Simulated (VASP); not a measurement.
Sn: single point with LDA

The system is Sn.

```
CELL_PARAMETERS angstrom
0.00000 3.35782 3.35782
3.35782 0.00000 3.35782
3.35782 3.35782 0.00000
ATOMIC_POSITIONS crystal
Sn 0.00000 0.00000 0.00000
Sn 0.25000 0.25000 0.25000
```

```
Program                : VASP 6.6.1
Task                   : single point
Functional             : LDA
Potentials or basis    : VASP PAW LDA potentials, release 64 (Sn_d)
Cutoff                 : 520 eV
k mesh                 : 6 × 6 × 6
Occupations            : gaussian, width 0.1 eV
Spin                   : no spin polarisation
Dipole correction      : no
Further INCAR settings : ALGO = Normal; EDIFF = 1e-07; NBANDS = 21
```

```
Pressure               : -3.7 GPa
Band gap on the k mesh : zero (band 14 reaches 4.43 eV, above the bottom of band 15 at 4.06 eV)
```

Levels at points of the mesh, in eV from the Fermi level:
| k point | band 11 | band 12 | band 13 | band 14 | band 15 | band 16 | band 17 | band 18 |
| --- | --- | --- | --- | --- | --- | --- | --- | --- |
| (0.00, 0.00, 0.00) | -9.79 | -1.27 | 0.30 | 0.30 | 0.30 | 2.33 | 2.33 | 2.33 |
| (0.50, 0.00, 0.00) | -8.37 | -5.79 | -0.76 | -0.76 | -0.07 | 3.37 | 3.37 | 5.77 |
| (0.50, 0.50, 0.00) | -7.03 | -7.03 | -1.94 | -1.94 | 1.06 | 1.06 | 7.22 | 7.22 |

It took 40 s on 1 thread of Intel Xeon 8259CL, on a shared host, peak memory 0.17 GiB.

Caveat: spin-orbit coupling is left out, which moves the levels of the heavy elements.
